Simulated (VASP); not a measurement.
# BaTiO3 (Amm2) in VASP: further runs, part 2 of 2

VASP 6.6.1.

## 3. Single point, LDA

This run uses another cell than the first one, of 14.41 Å³/atom.

INCAR

```
ALGO = Normal
EDIFF = 1E-6
ENCUT = 1340
GGA = CA
GGA_COMPAT = F
ISIF = 2
ISMEAR = -1
LASPH = T
LCHARG = F
LREAL = F
LWAVE = F
NBANDS = 28
NELM = 120
PREC = Accurate
SIGMA = 0.02
```

KPOINTS

```
k-points
0
Gamma
  6 6 6
```

POSCAR

```
BaTiO3
1.0
    4.1389370486      0.0000000000      0.0000000000
    0.0000000000      2.9461173035      2.9546849188
    0.0000000000     -2.9461173035      2.9546849188
Ba Ti O
1 1 3
Direct
    0.0000000000      0.0000000000      0.0000000000
    0.5000000000      0.5124000000      0.5124000000
    0.0000000000      0.4874000000      0.4874000000
    0.5000000000      0.5052400000      0.9918400000
    0.5000000000      0.9918400000      0.5052400000
```

Potentials or basis: VASP PAW LDA potentials, release 64 (Ba_sv, Ti_sv, O_h).

Command:

```
> cat potpaw_LDA.64/Ba_sv/POTCAR potpaw_LDA.64/Ti_sv/POTCAR potpaw_LDA.64/O_h/POTCAR > POTCAR
> mpirun -np 1 vasp_std > vasp.out
```

OUTCAR:

```text
EDIFF = 1E-6
   ENCUT = 1340
   GGA = CA
   ISIF = 2
   ISMEAR = -1
   LASPH = T
   LREAL = F
   NELM = 120
   PREC = Accurate

 ion  position               nearest neighbor table
   1  0.000  0.000  0.000-   3 2.88   4 2.92   5 2.92   4 2.92   5 2.92   3 2.95   3 2.95   4 2.95
                             5 2.95   5 2.95   4 2.95   3 3.03   2 3.55   2 3.55   2 3.60   2 3.60
   2  0.500  0.512  0.512-   4 2.00   5 2.00   3 2.07   3 2.07   5 2.17   4 2.17   1 3.55   1 3.55
                             1 3.60   1 3.60   1 3.60   1 3.60   1 3.67   1 3.67
   3  0.000  0.487  0.487-   2 2.07   2 2.07   1 2.88   1 2.95   1 2.95   1 3.03
   4  0.500  0.505  0.992-   2 2.00   2 2.17   1 2.92   1 2.92   1 2.95   1 2.95
   5  0.500  0.992  0.505-   2 2.00   2 2.17   1 2.92   1 2.92   1 2.95   1 2.95

  LATTYP: Found a base centered orthorhombic cell.
 ALAT       =     5.8922346070
 B/A-ratio  =     1.0029081039
 C/A-ratio  =     0.7024392823

  Lattice vectors:

 A1 = (   0.0000000000,   2.9461173035,  -2.9546849188)
 A2 = (   0.0000000000,   2.9461173035,   2.9546849188)
 A3 = (   4.1389370486,   0.0000000000,   0.0000000000)

Analysis of symmetry for initial positions (statically):
=====================================================================
 Subroutine PRICEL returns:
 Original cell was already a primitive cell.

 Routine SETGRP: Setting up the symmetry group for a
 base centered orthorhombic supercell.

 Subroutine GETGRP returns: Found  4 space group operations
 (whereof  4 operations were pure point group operations)
 out of a pool of  8 trial point group operations.

The static configuration has the point symmetry C_2v.

Analysis of symmetry for dynamics (positions and initial velocities):
=====================================================================
 Subroutine PRICEL returns:
 Original cell was already a primitive cell.

 Routine SETGRP: Setting up the symmetry group for a
 base centered orthorhombic supercell.

 Subroutine GETGRP returns: Found  4 space group operations
 (whereof  4 operations were pure point group operations)
 out of a pool of  8 trial point group operations.

The dynamic configuration has the point symmetry C_2v.

 Subroutine INISYM returns: Found  4 space group operations
 (whereof  4 operations are pure point group operations),
 and found     1 'primitive' translations

----------------------------------------------------------------------------------------

                                     Primitive cell

  volume of cell :      72.0576

  direct lattice vectors                    reciprocal lattice vectors
     4.138937049  0.000000000  0.000000000     0.241607927  0.000000000  0.000000000
     0.000000000  2.946117303  2.954684919     0.000000000  0.169714899  0.169222781
     0.000000000 -2.946117303  2.954684919     0.000000000 -0.169714899  0.169222781

  length of vectors
     4.138937049  4.172501664  4.172501664     0.241607927  0.239665385  0.239665385

  position of ions in fractional coordinates (direct lattice)
     0.000000000  0.000000000  0.000000000
     0.500000000  0.512400000  0.512400000
     0.000000000  0.487400000  0.487400000
     0.500000000  0.505240000  0.991840000
     0.500000000  0.991840000  0.505240000

  ion indices of the primitive-cell ions
   primitive index   ion index
                 1           1
                 2           2
[... 34 lines left out ...]
  0.333333  0.000000  0.000000      2.000000
  0.500000  0.000000  0.000000      1.000000
  0.000000  0.166667  0.000000      4.000000
  0.166667  0.166667  0.000000      8.000000
[... 16 lines left out ...]
  0.333333  0.333333  0.166667      8.000000
  0.500000  0.333333  0.166667      4.000000
 [... further k-points ...]
   k-points           NKPTS =     52   k-points in BZ     NKDIM =     52   number of bands    NBANDS=     28
   number of dos      NEDOS =    301   number of ions     NIONS =      5
   total plane-waves  NPLWV = 125000
   dimension x,y,z NGX =    50 NGY =   50 NGZ =   50
   dimension x,y,z NGXF=   100 NGYF=  100 NGZF=  100
   ions per type =               1   1   3
   NGX,Y,Z   is equivalent  to a cutoff of  20.08, 19.92, 19.92 a.u.
   NGXF,Y,Z  is equivalent  to a cutoff of  40.17, 39.84, 39.84 a.u.
 SYSTEM =  unknown system
   PREC   = accura    normal or accurate (medium, high low for compatibility)
   ISTART =      0    job   : 0-new  1-cont  2-samecut
   ICHARG =      2    charge: 1-file 2-atom 10-const
   ISPIN  =      1    spin polarized calculation?
   LNONCOLLINEAR =      F non collinear calculations
   LSORBIT =      F    spin-orbit coupling
   LASPH  =      T    aspherical Exc in radial PAW
   ENCUT  = 1340.0 eV  98.49 Ry    9.92 a.u.  12.35 12.45 12.45*2*pi/ulx,y,z
   NELM   =    120;   NELMIN=  2; NELMDL= -5     # of ELM steps
   EDIFF  = 0.1E-05   stopping-criterion for ELM
   LREAL  =      F    real-space projection
   EDIFFG = 0.1E-04   stopping-criterion for IOM
   NSW    =      0    number of steps for IOM
   IBRION =     -1    ionic relax: 0-MD 1-quasi-New 2-CG
   NFREE  =      0    steps in history (QN), initial steepest desc. (CG)
   ISIF   =      2    stress and relaxation
   ISYM   =      2    0-nonsym 1-usesym 2-fastsym
   POTIM  = 0.5000    time-step for ionic-motion
   TEBEG  =    0.0;   TEEND  =   0.0 temperature during run
   PSTRESS=    0.0 pullay stress
   NELECT =      40.0000    total number of electrons
   NUPDOWN=      -1.0000    fix difference up-down
   EMIN   =  10.00;   EMAX   =-10.00  energy-range for DOS
   EFERMI =   0.00;   METHOD = LEGACY
   ISMEAR =    -1;   SIGMA  =   0.02  broadening in eV -4-tet -1-fermi 0-gaus
   EFERMI_NEDOS =   21; number of points for ismear=-14 and -15
   IALGO  =     38    algorithm
   IMIX   =      4    mixing-type and parameters
     AMIX     =   0.40;   BMIX     =  1.00
     AMIX_MAG =   1.60;   BMIX_MAG =  1.00
  volume/ion in A,a.u.               =      14.41        97.25
  Fermi-wavevector in a.u.,A,eV,Ry     =   1.345452  2.542535 24.629819  1.810241
  Thomas-Fermi vector in A             =   2.473364
   LORBIT       =      0    0 simple, 1 ext, 2 COOP (PROOUT), +10 PAW based schemes
   GGA     = CA    functional components
   LHFCALC =     F    Hartree Fock is set to
   AEXX    =    0.0000 exact exchange contribution
   IVDW    =     0    specifies the selected vdW correction
   LEPSILON=     F    determine dielectric tensor
   LRPA    =     F    only Hartree local field effects (RPA)
 non-spin polarized calculation
  energy-cutoff  :     1340.00
  volume of cell :       72.06
 maximum number of plane-waves:      8089
 NGX is ok and might be reduce to    50
   NGX = 25   NGY = 25   NGZ = 25

 number of electron      40.0000000 magnetization

 Free energy of the ion-electron system (eV)
  ---------------------------------------------------
  ext. energy  EPLUGINS =         0.00000000
  ---------------------------------------------------
  free energy    TOTEN  =       -43.43956739 eV

  energy without entropy =      -43.43956739  energy(sigma->0) =      -43.43956739

 E-fermi :   3.5413     XC(G=0): -11.1503

 val. band max:        2.9726507868   @ k =   0.5000   0.5000   0.5000
 cond. band min:       4.5168243219   @ k =   0.0000   0.0000   0.0000
 fundamental gap:      1.5441735352
 Fermi energy:         3.5412849911

 k-point     1 :       0.0000    0.0000    0.0000
  band No.  band energies     occupation
      1     -53.2939      2.00000
      2     -29.8646      2.00000
      3     -29.8637      2.00000
      4     -29.8518      2.00000
      5     -21.9865      2.00000
      6     -13.3168      2.00000
[... 733 lines left out ...]
     27      10.4761      0.00000
     28      10.8301      0.00000

 [... further k-points ...]

------------------------ aborting loop because EDIFF is reached ----------------------------------------

  FORCE on cell =-STRESS in cart. coord.  units (eV):
  Direction    XX          YY          ZZ          XY          YZ          ZX
  --------------------------------------------------------------------------------------
  -------------------------------------------------------------------------------------
  Total       -9.2698147     -9.1991466     -9.4286110      0.0000000      0.0000000      0.0000000
  in kB     -206.1112085   -204.5399267   -209.6419902      0.0000000      0.0000000      0.0000000
  external PRESSURE =    -206.7643752 kB  Pullay stress =       0.0000000 kB

 VOLUME and BASIS-vectors are now :
 -----------------------------------------------------------------------------
  energy-cutoff  :     1340.00
  volume of cell :       72.06
      direct lattice vectors                 reciprocal lattice vectors
     4.138937049  0.000000000  0.000000000     0.241607927  0.000000000  0.000000000
     0.000000000  2.946117303  2.954684919     0.000000000  0.169714899  0.169222781
     0.000000000 -2.946117303  2.954684919     0.000000000 -0.169714899  0.169222781

 POSITION                                       TOTAL-FORCE (eV/Angst)
 -----------------------------------------------------------------------------------
      0.00000      0.00000      0.00000         0.000000      0.000000      0.141893
      2.06947      0.00000      3.02796         0.000000      0.000000      0.721799
      0.00000      0.00000      2.88023         0.000000      0.000000      0.259657
      2.06947     -1.43358      4.42340         0.000000      0.393148     -0.561675
      2.06947      1.43358      4.42340         0.000000     -0.393148     -0.561675
 -----------------------------------------------------------------------------------
    total drift:                                0.000000      0.000000     -0.000120

  FREE ENERGIE OF THE ION-ELECTRON SYSTEM (eV)
  ---------------------------------------------------
  free  energy   TOTEN  =       -43.4395673941 eV

  energy  without entropy=      -43.4395673941  energy(sigma->0) =      -43.43956739
```

stdout:

```text
POSCAR found type information on POSCAR BaTiO
 POSCAR found :  3 types and       5 ions
 scaLAPACK will be used
 LDA part: xc-table for (Slater(with rela. corr.)+CA(PZ))
 , standard interpolation
 POSCAR, INCAR and KPOINTS ok, starting setup
 FFT: planning ... GRIDC
 FFT: planning ... GRID_SOFT
 FFT: planning ... GRID
 WAVECAR not read
 entering main loop
```

Run time: 9.2 min. Hardware: 1 thread of Intel Xeon Platinum 8488C (Sapphire Rapids), shared host; peak memory 0.6 GiB.

What came out:

```yaml
Free_energy: -43.4396 eV
Pressure: -20.7 GPa
Largest_force: 0.722 eV/Å
Band_gap_on_the_k_mesh: 1.54 eV (least direct gap 1.83 eV)
```

Forces on the atoms (eV/Å):
```
Ba   0.000  0.000  0.142
Ti   0.000  0.000  0.722
O    0.000  0.000  0.260
O    0.000  0.393 -0.562
O    0.000 -0.393 -0.562
```

Caveat: the cell stands under tension; spin-orbit coupling is left out, which moves the levels of the heavy elements.

## 4. Single point, LDA

This run uses another cell than the first one, of 12.35 Å³/atom.

INCAR

```
  PREC = Accurate
  ENCUT = 1340
  EDIFF = 1E-6
  ISMEAR = -1
  SIGMA = 0.02
  LREAL = False
  LASPH = True
  NELM = 120
  ALGO = Normal
  ISIF = 2
  LWAVE = False
  LCHARG = False
  NBANDS = 28
  GGA_COMPAT = False
```

KPOINTS

```
Automatic mesh
0
Gamma
  6 6 6
```

POSCAR, as its differences from that of step 3:

```diff
@@ -2,5 +2,5 @@
 1.0
-    4.1389370486      0.0000000000      0.0000000000
-    0.0000000000      2.9461173035      2.9546849188
-    0.0000000000     -2.9461173035      2.9546849188
+    3.9316352889      0.0000000000      0.0000000000
+    0.0000000000      2.7985588135      2.8066973133
+    0.0000000000     -2.7985588135      2.8066973133
 Ba Ti O
```

Command:

```
> cat potpaw_LDA.64/Ba_sv/POTCAR potpaw_LDA.64/Ti_sv/POTCAR potpaw_LDA.64/O_h/POTCAR > POTCAR
> mpirun -np 1 vasp_std > vasp.out
```

Run time: 3.1 min. Hardware: 1 thread of Intel Xeon Platinum 8488C (Sapphire Rapids), shared host; peak memory 0.53 GiB.

The run converged. Its results:

- Free energy: -44.1779 eV
- Pressure: 0.4 GPa
- Largest force: 0.219 eV/Å
- Band gap on the k mesh: 1.84 eV (least direct gap 2.00 eV)

Forces on the atoms (eV/Å):
```
Ba   0.000  0.000  0.168
Ti   0.000  0.000  0.004
O    0.000  0.000  0.209
O    0.000 -0.109 -0.190
O    0.000  0.109 -0.190
```

Stress tensor (GPa, compression positive):
```
0.54 0.00 0.00
0.00 0.71 0.00
0.00 0.00 0.04
```

Levels at points of the mesh, in eV from the valence-band top:
```
           k point  band 16  band 17  band 18  band 19  band 20  band 21  band 22  band 23  band 24  band 25
(0.00, 0.00, 0.00)    -1.23    -1.18    -0.33    -0.21    -0.16     1.84     1.91     2.09     4.33     4.39
(0.50, 0.00, 0.00)    -2.14    -1.90    -1.81    -0.83    -0.78     2.07     3.68     3.77     4.32     6.27
(0.00, 0.50, 0.00)    -2.03    -1.92    -1.77    -0.83    -0.74     2.13     3.71     3.74     4.38     6.41
(0.50, 0.50, 0.00)    -2.88    -1.70    -0.86    -0.85    -0.09     3.73     3.75     4.14     5.13     8.00
(0.00, 0.50, 0.50)    -2.88    -1.65    -0.88    -0.84    -0.15     3.72     3.78     4.14     5.27     7.98
(0.50, 0.50, 0.50)    -2.38    -2.37    -0.05    -0.01     0.00     4.39     4.44     4.45     6.75     6.80
```

Caveat: spin-orbit coupling is left out, which moves the levels of the heavy elements. A hybrid or GW would open this gap; LDA tends to underestimate it.

## 5. Overview

| cell | gap on the mesh (eV) | pressure (GPa) | largest force (eV/Å) |
| --- | --- | --- | --- |
| a = 4.089, b = 4.122, c = 4.122 Å, angles 89.8, 90.0, 90.0°, 5 atoms | 1.62 | -17.1 | 0.57 |
| a = 4.139, b = 4.173, c = 4.173 Å, angles 89.8, 90.0, 90.0°, 5 atoms | 1.54 | -20.7 | 0.72 |
| a = 3.932, b = 3.964, c = 3.964 Å, angles 89.8, 90.0, 90.0°, 5 atoms | 1.84 | 0.4 | 0.22 |

Alike in all rows: task single point; level LDA; potentials or basis VASP PAW LDA potentials, release 64 (Ba_sv, Ti_sv, O_h); no spin polarisation; k mesh 6 × 6 × 6; cutoff (eV) 1340; smearing fermi-dirac 0.02 eV.

Caveats: spin-orbit coupling is left out, which moves the levels of the heavy elements; the cell stands under tension (at least some runs).

Absolute energies hang on the potentials; compare differences alone.
